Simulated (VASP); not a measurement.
Input of a VASP 6.6.1 run:

Contents of INCAR:

```
  PREC = Accurate
  ENCUT = 600
  EDIFF = 1E-6
  ISMEAR = 0
  SIGMA = 0.1
  LREAL = F
  LASPH = T
  NELM = 60
  ALGO = Normal
  ISIF = 3
  LWAVE = F
  LCHARG = F
  GGA = PE
  IBRION = 2
  NSW = 100
  EDIFFG = -0.01
```

Contents of KPOINTS:

```
regular mesh
0
Gamma
  14 14 12
```

POSCAR

```
SnH
1.0
    3.0831293320      0.0000000000      0.0000000000
    0.0000000000      3.0831293320      0.0000000000
    0.0000000000      0.0000000000      3.9661436600
Sn H
1 1
Direct
    0.5000000000      0.5000000000      0.5000000000
    0.5000000000      0.5000000000      0.0000000000
```

Potentials or basis: VASP PAW PBE potentials, release 64 (Sn_d, H).

Launch:

```sh
$ cat potpaw_PBE.64/Sn_d/POTCAR potpaw_PBE.64/H/POTCAR > POTCAR
$ mpirun -np 1 vasp_std > vasp.out
```

Question: What does it give for the relaxed cell?

Answer: a = 3.055 Å, b = 3.055 Å, c = 3.964 Å, α = 90.00°, β = 90.00°, γ = 90.00°.

Question: What does it give for the relaxed volume?

Answer: 18.49 Å³/atom.

Final structure:
```yaml
crystal:
  lattice:
    - [3.05466, 0.00000, 0.00000]
    - [0.00000, 3.05466, 0.00000]
    - [0.00000, 0.00000, 3.96366]
  atoms:
    - { symbol: Sn, position: [0.50000, 0.50000, 0.50000] }
    - { symbol: H, position: [0.50000, 0.50000, 0.00000] }
```
